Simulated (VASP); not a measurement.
Here is a VASP 6.6.1 calculation.

INCAR

```
SYSTEM = Se
PREC = Accurate ; ENCUT = 600
EDIFF = 1E-6 ; ISMEAR = -1
SIGMA = 0.08 ; LREAL = .False.
LASPH = .True. ; NELM = 100
ALGO = Normal ; ISIF = 3
LWAVE = .False. ; LCHARG = .False.
GGA = PE ; IBRION = 2
NSW = 32 ; EDIFFG = -0.005
PSTRESS = 1300.0
```

KPOINTS

```
regular mesh
0
Gamma
  17 17 9
  0 0 0
```

POSCAR

```
Se
1.0
    2.6540329567      0.0000000000      0.0000000000
   -1.3270164783      2.2984599630      0.0000000000
    0.0000000000      0.0000000000      3.8832164569
Se
2
Direct
    0.3333333333      0.6666666667      0.2500000000
    0.6666666667      0.3333333333      0.7500000000
```

Potentials or basis: VASP PAW PBE potentials, release 64 (Se).

Launch:

```console
$ cat potpaw_PBE.64/Se/POTCAR > POTCAR
$ mpirun -np 1 vasp_std > vasp.out
```

Task: Estimate the space group after relaxing (to 0.05 Å).

Result: P6_3/mmc (No. 194).

Task: Estimate the band gap on the k mesh.

Result: Zero (band 6 reaches 18.83 eV, above the bottom of band 7 at 10.09 eV).

Task: What does it give for the relaxed volume?

Result: 11.88 Å³/atom.

Stress tensor (GPa, compression positive):
```
129.93   0.00   0.00
  0.00 129.93   0.00
  0.00   0.00 130.06
```

Caveat: the cell is relaxed towards a set pressure, so the enthalpy falls and the energy may rise.
